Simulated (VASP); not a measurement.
Hf:

```
Hf
1.0
    -1.80500    1.80500    1.80500
     1.80500   -1.80500    1.80500
     1.80500    1.80500   -1.80500
Hf
1
Direct
  0.00000 0.00000 0.00000
```

```yaml
Program: VASP 6.6.1
Task: relaxation of cell and atoms
Functional: revPBE
Dispersion: D3(BJ)
Potentials_or_basis: VASP PAW PBE potentials, release 64 (Hf_pv)
Cutoff: 600 eV
k_mesh: 10 × 10 × 10
Occupations: fermi-dirac, width 0.05 eV
Spin: no spin polarisation
```

At the start: pressure -8.6 GPa; volume 23.52 Å³/atom.

Task: How do energy, volume and symmetry change on relaxing?

Result: Over 4 steps the energy falls by 61.1 meV/atom and the volume is 21.40 Å³/atom (-9.0 %); space group Im-3m (No. 229, to 0.05 Å).

Step by step:
```csv
step,energy change (eV),largest force (eV/Å),pressure (GPa),volume (Å³)
1,0.0000,0.0000,-8.64,23.52
2,0.0043,0.0000,11.40,19.47
3,-0.0611,0.0000,-0.16,21.44
4,-0.0611,0.0000,0.04,21.40
```

Final structure:
```
Hf
1.0
    -1.74896    1.74896    1.74896
     1.74896   -1.74896    1.74896
     1.74896    1.74896   -1.74896
Hf
1
Direct
  0.00000 0.00000 0.00000
```

Caveat: the PAW data sets were made with another functional, which shifts forces and pressure a little; pairwise dispersion overbinds metals, which lowers pressure and volume.
